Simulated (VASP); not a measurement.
# C (a cell with a defect) in VASP: further runs

C (a cell with a defect) is run at these levels: PBEsol; tasks: single point.

Everything below comes from runs of VASP 6.6.1. Logs are shortened: lines on timing, memory, paths and dates and some standing lists are left out, and cuts for length are marked.

### 1 The cell of the first run

The cell holds a defect, 63 atoms: a = 7.140 Å, b = 7.140 Å, c = 7.140 Å, α = 90.00°, β = 90.00°, γ = 90.00°.

### 2 Single point, PBEsol

INCAR reads:

```
SYSTEM = C
ALGO = Normal
EDIFF = 1E-6
ENCUT = 520
GGA = PS
GGA_COMPAT = .FALSE.
ISIF = 2
ISMEAR = 0
LASPH = .TRUE.
LCHARG = .FALSE.
LREAL = Auto
LWAVE = .FALSE.
NBANDS = 163
NELECT = 254.0
NELM = 120
PREC = Accurate
SIGMA = 0.05
```

KPOINTS reads:

```
k-points
0
G
  2 2 2
  0 0 0
```

POSCAR reads:

```
C
1.0
    7.1400000000      0.0000000000      0.0000000000
    0.0000000000      7.1400000000      0.0000000000
    0.0000000000      0.0000000000      7.1400000000
C
63
Direct
    0.5011684874     -0.0004806723     -0.0000219888
    0.6264302521      0.1254424370      0.1247753501
    0.7507784314      0.2498278711      0.0002200280
    0.8751654062      0.3742207283      0.1247712885
    0.7485641457     -0.0036698880      0.2521424370
    0.8745831933      0.1223554622      0.3764448179
    0.0003857143     -0.0004789916      0.0004773109
    0.1253477591      0.1245260504      0.1256626050
    0.2507749300      0.2498414566      0.0002287115
    0.3762235294      0.3751464986      0.1256675070
    0.5011789916      0.5001686275      0.0004708683
    0.6260675070      0.6253453782      0.1258158263
    0.7507822129      0.7498323529      0.0002383754
    0.8755067227      0.8743302521      0.1258046218
    0.2505366947     -0.0005018207      0.2506263305
    0.3753564426      0.1254298319      0.3758654062
    0.5016392157      0.2506670868      0.2510663866
    0.6270275910      0.3772724090      0.3764352941
    0.7530047619      0.5033179272      0.2521721289
    0.8859148459      0.6207974790      0.3651102241
    0.5027204482     -0.0036893557      0.4979927171
    0.6270205882      0.1223733894      0.6240099440
    0.7507809524      0.2498137255      0.5002222689
    0.8745610644      0.3772845938      0.6239852941
    0.7530221289     -0.0036700280      0.7482918768
    0.8751373950      0.1254028011      0.8756484594
    0.0003873950      0.5001478992     -0.0000341737
    0.1272414566      0.6256721289      0.1237633053
    0.2507725490      0.7498564426      0.0002071429
    0.3743598039      0.8740032213      0.1237978992
   -0.0000610644      0.2489892157      0.2510722689
    0.1262334734      0.3742294118      0.3758518207
    0.2510387955      0.5001624650      0.2505908964
    0.3763802521      0.6253280112      0.3754801120
    0.5007882353      0.7514159664      0.2502431373
    0.6156841737      0.8788857143      0.3651082633
   -0.0011253501     -0.0036628852      0.5024333333
    0.1262264706      0.1254184874      0.6245676471
    0.2508109244      0.2498302521      0.5001952381
    0.3753565826      0.3742383754      0.6245738095
    0.5027179272      0.5032966387      0.5024267507
    0.6156997199      0.6207906162      0.6352805322
    0.8858943978      0.8788082633      0.6352780112
    0.2510364146     -0.0004679272      0.7498303922
    0.3762155462      0.1245481793      0.8747900560
    0.5016303922      0.2489969188      0.7493701681
    0.6264298319      0.3742551821      0.8756697479
    0.7485873950      0.5033075630      0.7482806723
    0.8755291317      0.6253352941      0.8746313725
    0.0007620448      0.7482138655      0.2502435574
    0.1252183473      0.8743204482      0.3754890756
   -0.0011113445      0.5033019608      0.4979936975
    0.1252134454      0.6253294118      0.6249512605
    0.2507922969      0.7498343137      0.5002331933
    0.3763670868      0.8743500000      0.6249378151
   -0.0000565826      0.2506712885      0.7493581232
    0.1253504202      0.3751316527      0.8747809524
    0.2505448179      0.5001677871      0.7498211485
    0.3743473389      0.6256971989      0.8766588235
    0.5008309524      0.7482319328      0.7501687675
    0.6260515406      0.8743462185      0.8746443978
    0.0007980392      0.7514231092      0.7502408964
    0.1272215686      0.8740011204      0.8766455182
```

Potentials or basis: VASP PAW PBE potentials, release 64 (C).

Command:

```console
cat potpaw_PBE.64/C/POTCAR > POTCAR
mpirun -np 1 vasp_std > vasp.out
```

OUTCAR:

```text
SYSTEM = C
   EDIFF = 1E-6
   ENCUT = 520
   GGA = PS
   ISIF = 2
   ISMEAR = 0
   LASPH = .TRUE.
   LREAL = Auto
   NELECT = 254.0
   NELM = 120
   PREC = Accurate

 ion  position               nearest neighbor table
   1  0.501  1.000  1.000-  45 1.55  61 1.55   2 1.55  30 1.55
   2  0.626  0.125  0.125-   3 1.54   1 1.55  17 1.55   5 1.56
   3  0.751  0.250  0.000-   2 1.54  47 1.54   4 1.54  26 1.54
   4  0.875  0.374  0.125-   3 1.54  27 1.55  31 1.55  19 1.56
   5  0.749  0.996  0.252-  36 1.50  14 1.55   6 1.55   2 1.56
   6  0.875  0.122  0.376-  23 1.55  37 1.55   5 1.55  31 1.56
[... 11 lines left out ...]
  18  0.627  0.377  0.376-  23 1.55  19 1.55  41 1.55  17 1.56
  19  0.753  0.503  0.252-  20 1.50  12 1.55  18 1.55   4 1.56
  20  0.886  0.621  0.365-  50 1.47  19 1.50  52 1.50
  21  0.503  0.996  0.498-  36 1.50  55 1.55  22 1.55  16 1.56
  22  0.627  0.122  0.624-  23 1.55  25 1.55  21 1.55  46 1.56
[... 24 lines left out ...]
  47  0.626  0.374  0.876-   3 1.54  11 1.55  46 1.55  48 1.56
  48  0.749  0.503  0.748-  42 1.50  49 1.55  24 1.55  47 1.56
  49  0.876  0.625  0.875-  13 1.55  48 1.55  27 1.55  62 1.55
[... 12 lines left out ...]
  62  0.001  0.751  0.750-  43 1.47  63 1.55  49 1.55  53 1.55
  63  0.127  0.874  0.877-  29 1.53  62 1.55  44 1.55   7 1.55

  LATTYP: Found a simple cubic cell.
 ALAT       =     7.1400000000

  Lattice vectors:

 A1 = (   7.1400000000,   0.0000000000,   0.0000000000)
 A2 = (   0.0000000000,   7.1400000000,   0.0000000000)
 A3 = (   0.0000000000,   0.0000000000,   7.1400000000)

Analysis of symmetry for initial positions (statically):
=====================================================================
 Subroutine PRICEL returns:
 Original cell was already a primitive cell.

 Routine SETGRP: Setting up the symmetry group for a
 simple cubic supercell.

 Subroutine GETGRP returns: Found  1 space group operations
 (whereof  1 operations were pure point group operations)
 out of a pool of 48 trial point group operations.

The static configuration has the point symmetry C_1 .

Analysis of symmetry for dynamics (positions and initial velocities):
=====================================================================
 Subroutine PRICEL returns:
 Original cell was already a primitive cell.

 Routine SETGRP: Setting up the symmetry group for a
 simple cubic supercell.

 Subroutine GETGRP returns: Found  1 space group operations
 (whereof  1 operations were pure point group operations)
 out of a pool of 48 trial point group operations.

The dynamic configuration has the point symmetry C_1 .

 Subroutine INISYM returns: Found  1 space group operations
 (whereof  1 operations are pure point group operations),
 and found     1 'primitive' translations

----------------------------------------------------------------------------------------

                                     Primitive cell

  volume of cell :     363.9943

  direct lattice vectors                    reciprocal lattice vectors
     7.140000000  0.000000000  0.000000000     0.140056022  0.000000000  0.000000000
     0.000000000  7.140000000  0.000000000     0.000000000  0.140056022  0.000000000
     0.000000000  0.000000000  7.140000000     0.000000000  0.000000000  0.140056022

  length of vectors
     7.140000000  7.140000000  7.140000000     0.140056022  0.140056022  0.140056022

  position of ions in fractional coordinates (direct lattice)
     0.501168487  0.999519328  0.999978011
     0.626430252  0.125442437  0.124775350
     0.750778431  0.249827871  0.000220028
     0.875165406  0.374220728  0.124771288
     0.748564146  0.996330112  0.252142437
     0.874583193  0.122355462  0.376444818
[... 55 lines left out ...]
     0.000798039  0.751423109  0.750240896
     0.127221569  0.874001120  0.876645518

  ion indices of the primitive-cell ions
   primitive index   ion index
                 1           1
                 2           2
                 3           3
                 4           4
                 5           5
                 6           6
[... 55 lines left out ...]
                62          62
                63          63

----------------------------------------------------------------------------------------

 KPOINTS: k-points

Automatic generation of k-mesh.
 Grid dimensions read from file:
 generate k-points for:    2    2    2

 Generating k-lattice:

  Cartesian coordinates                     Fractional coordinates (reciprocal lattice)
     0.070028011  0.000000000  0.000000000     0.500000000  0.000000000  0.000000000
     0.000000000  0.070028011  0.000000000     0.000000000  0.500000000  0.000000000
     0.000000000  0.000000000  0.070028011     0.000000000  0.000000000  0.500000000

  Length of vectors
     0.070028011  0.070028011  0.070028011

  Shift w.r.t. Gamma in fractional coordinates (k-lattice)
     0.000000000  0.000000000  0.000000000

 Subroutine IBZKPT returns following result:
 ===========================================

 Found      8 irreducible k-points:

 Following reciprocal coordinates:
            Coordinates               Weight
  0.000000  0.000000  0.000000      1.000000
  0.500000  0.000000  0.000000      1.000000
  0.000000  0.500000  0.000000      1.000000
  0.000000  0.000000  0.500000      1.000000
  0.500000  0.500000  0.000000      1.000000
  0.000000  0.500000  0.500000      1.000000
  0.500000  0.000000  0.500000      1.000000
  0.500000  0.500000  0.500000      1.000000
   k-points           NKPTS =      8   k-points in BZ     NKDIM =      8   number of bands    NBANDS=    163
   number of dos      NEDOS =    301   number of ions     NIONS =     63
   total plane-waves  NPLWV = 157464
   dimension x,y,z NGX =    54 NGY =   54 NGZ =   54
   dimension x,y,z NGXF=   108 NGYF=  108 NGZF=  108
   ions per type =              63
   NGX,Y,Z   is equivalent  to a cutoff of  12.57, 12.57, 12.57 a.u.
   NGXF,Y,Z  is equivalent  to a cutoff of  25.15, 25.15, 25.15 a.u.
 SYSTEM =  C
   PREC   = accura    normal or accurate (medium, high low for compatibility)
   ISTART =      0    job   : 0-new  1-cont  2-samecut
   ICHARG =      2    charge: 1-file 2-atom 10-const
   ISPIN  =      1    spin polarized calculation?
   LNONCOLLINEAR =      F non collinear calculations
   LSORBIT =      F    spin-orbit coupling
   LASPH  =      T    aspherical Exc in radial PAW
   ENCUT  =  520.0 eV  38.22 Ry    6.18 a.u.  13.28 13.28 13.28*2*pi/ulx,y,z
   NELM   =    120;   NELMIN=  2; NELMDL= -5     # of ELM steps
   EDIFF  = 0.1E-05   stopping-criterion for ELM
   LREAL  =      T    real-space projection
   EDIFFG = 0.1E-04   stopping-criterion for IOM
   NSW    =      0    number of steps for IOM
   IBRION =     -1    ionic relax: 0-MD 1-quasi-New 2-CG
   NFREE  =      0    steps in history (QN), initial steepest desc. (CG)
   ISIF   =      2    stress and relaxation
   ISYM   =      2    0-nonsym 1-usesym 2-fastsym
   POTIM  = 0.5000    time-step for ionic-motion
   TEBEG  =    0.0;   TEEND  =   0.0 temperature during run
   PSTRESS=    0.0 pullay stress
   NELECT =     254.0000    total number of electrons
   NUPDOWN=      -1.0000    fix difference up-down
   EMIN   =  10.00;   EMAX   =-10.00  energy-range for DOS
   EFERMI =   0.00;   METHOD = LEGACY
   ISMEAR =     0;   SIGMA  =   0.05  broadening in eV -4-tet -1-fermi 0-gaus
   EFERMI_NEDOS =   21; number of points for ismear=-14 and -15
   IALGO  =     38    algorithm
   IMIX   =      4    mixing-type and parameters
     AMIX     =   0.40;   BMIX     =  1.00
     AMIX_MAG =   1.60;   BMIX_MAG =  1.00
  volume/ion in A,a.u.               =       5.78        38.99
  Fermi-wavevector in a.u.,A,eV,Ry     =   1.452071  2.744016 28.688024  2.108510
  Thomas-Fermi vector in A             =   2.569495
   LORBIT       =      0    0 simple, 1 ext, 2 COOP (PROOUT), +10 PAW based schemes
   GGA     = PS    functional components
   LHFCALC =     F    Hartree Fock is set to
   AEXX    =    0.0000 exact exchange contribution
   IVDW    =     0    specifies the selected vdW correction
   LEPSILON=     F    determine dielectric tensor
   LRPA    =     F    only Hartree local field effects (RPA)
 non-spin polarized calculation
 Gauss-broadening in eV      SIGMA  =   0.05
  energy-cutoff  :      520.00
  volume of cell :      363.99
 maximum number of plane-waves:      9808
 NGX is ok and might be reduce to    54
   NGX = 27   NGY = 27   NGZ = 27

 number of electron     253.9999998 magnetization

 Free energy of the ion-electron system (eV)
  ---------------------------------------------------
  ext. energy  EPLUGINS =         0.00000000
  ---------------------------------------------------
  free energy    TOTEN  =      -576.80697948 eV

  energy without entropy =     -576.79834084  energy(sigma->0) =     -576.80266016

 E-fermi :  11.7985     XC(G=0): -13.3722

 val. band max:       11.7584975841   @ k =   0.5000   0.5000   0.5000
 cond. band min:      11.8449615583   @ k =   0.0000   0.0000   0.5000
 fundamental gap:      0.0864639742
 Fermi energy:        11.7984682603

 k-point     1 :       0.0000    0.0000    0.0000
  band No.  band energies     occupation
      1     -12.1140      2.00000
      2      -9.9386      2.00000
      3      -9.9235      2.00000
      4      -9.8463      2.00000
      5      -9.8459      2.00000
      6      -9.8400      2.00000
[... 1125 lines left out ...]
    138      15.1962      0.00000
    139      15.2039      0.00000
 [bands above 139 left out]

------------------------ aborting loop because EDIFF is reached ----------------------------------------

  FORCE on cell =-STRESS in cart. coord.  units (eV):
  Direction    XX          YY          ZZ          XY          YZ          ZX
  --------------------------------------------------------------------------------------
  -------------------------------------------------------------------------------------
  Total       22.6317240     11.4705386     22.6031739     -0.0198466     -0.0407283      0.0007905
  in kB       99.6170291     50.4893475     99.4913613     -0.0873578     -0.1792717      0.0034796
  external PRESSURE =      83.1992459 kB  Pullay stress =       0.0000000 kB

 VOLUME and BASIS-vectors are now :
 -----------------------------------------------------------------------------
  energy-cutoff  :      520.00
  volume of cell :      363.99
      direct lattice vectors                 reciprocal lattice vectors
     7.140000000  0.000000000  0.000000000     0.140056022  0.000000000  0.000000000
     0.000000000  7.140000000  0.000000000     0.000000000  0.140056022  0.000000000
     0.000000000  0.000000000  7.140000000     0.000000000  0.000000000  0.140056022

 POSITION                                       TOTAL-FORCE (eV/Angst)
 -----------------------------------------------------------------------------------
      3.57834      7.13657      7.13984        -0.007234     -0.000433     -0.002252
      4.47271      0.89566      0.89090         0.000426     -0.016293      0.008644
      5.36056      1.78377      0.00157         0.006528      0.000313     -0.002990
      6.24868      2.67194      0.89087        -0.012050      0.019305      0.008385
      5.34475      7.11380      1.80030         0.012071     -0.004646      0.000860
      6.24452      0.87362      2.68782         0.004394      0.002471      0.001786
[... 55 lines left out ...]
      0.00570      5.36516      5.35672        -0.009528     -0.016280     -0.015515
      0.90836      6.24037      6.25925        -0.000234      0.005538      0.006086
 -----------------------------------------------------------------------------------
    total drift:                               -0.074609      0.014133     -0.028482

  FREE ENERGIE OF THE ION-ELECTRON SYSTEM (eV)
  ---------------------------------------------------
  free  energy   TOTEN  =      -576.8069794829 eV

  energy  without entropy=     -576.7983408423  energy(sigma->0) =     -576.80266016
```

Wall time 26 min (1 thread of Oxide Virtual Turin-like, shared host); peak memory 0.53 GiB.

Results:

| Quantity | Value |
| --- | --- |
| Free energy | -576.8070 eV |
| Largest force | 0.048 eV/Å |

Forces on the atoms (eV/Å):
```
C   -0.007  0.000 -0.002
C    0.000 -0.016  0.009
C    0.007  0.000 -0.003
C   -0.012  0.019  0.008
C    0.012 -0.005  0.001
C    0.004  0.002  0.002
C   -0.002 -0.004 -0.004
C    0.000  0.008 -0.011
C    0.006 -0.001 -0.002
C   -0.006 -0.003 -0.017
C   -0.009  0.003 -0.001
C   -0.013 -0.007 -0.002
C    0.004  0.000 -0.007
C    0.004  0.007 -0.004
C    0.003  0.005 -0.001
C    0.012 -0.020  0.005
C    0.005  0.008  0.009
C   -0.009  0.004  0.003
C   -0.007  0.007 -0.012
C   -0.035 -0.011  0.031
C    0.009  0.012  0.006
C   -0.008 -0.007 -0.003
C    0.008  0.000 -0.002
C    0.015 -0.003  0.000
C   -0.013 -0.006  0.000
C   -0.001 -0.009 -0.009
C   -0.005 -0.001  0.001
C   -0.008 -0.004  0.004
C    0.009 -0.003  0.002
C    0.000  0.001  0.002
C    0.001 -0.009  0.004
C   -0.011  0.016  0.004
C    0.003 -0.002  0.007
C   -0.003 -0.012  0.006
C    0.012 -0.011  0.006
C    0.025 -0.009  0.020
C   -0.003 -0.003  0.000
C   -0.010 -0.011 -0.003
C   -0.001 -0.002  0.005
C    0.007  0.016 -0.008
C    0.010  0.003 -0.003
C    0.032  0.002 -0.016
C   -0.031  0.007 -0.016
C    0.004 -0.004 -0.001
C   -0.004 -0.003  0.013
C    0.007 -0.010 -0.002
C    0.002  0.010 -0.013
C    0.003  0.014 -0.001
C    0.000 -0.009  0.009
C    0.001  0.024  0.003
C   -0.009  0.009 -0.004
C   -0.004  0.004  0.007
C   -0.003 -0.007  0.003
C    0.003 -0.003 -0.005
C    0.000  0.003  0.001
C   -0.002  0.008 -0.006
C    0.002 -0.001  0.006
C    0.006  0.000  0.002
C    0.010 -0.007 -0.005
C    0.000  0.019  0.003
C   -0.003  0.001 -0.005
C   -0.010 -0.016 -0.016
C    0.000  0.006  0.006
```

Caveat: the k points lie up to 0.44 Å⁻¹ apart; the cell carries a net charge on a neutralising background, which shifts energy and pressure; the cell is charged against a uniform background, so pressure and absolute levels hang on convention; the PAW data sets were made with another functional, which shifts forces and pressure a little.

[end of part 1 of 2]
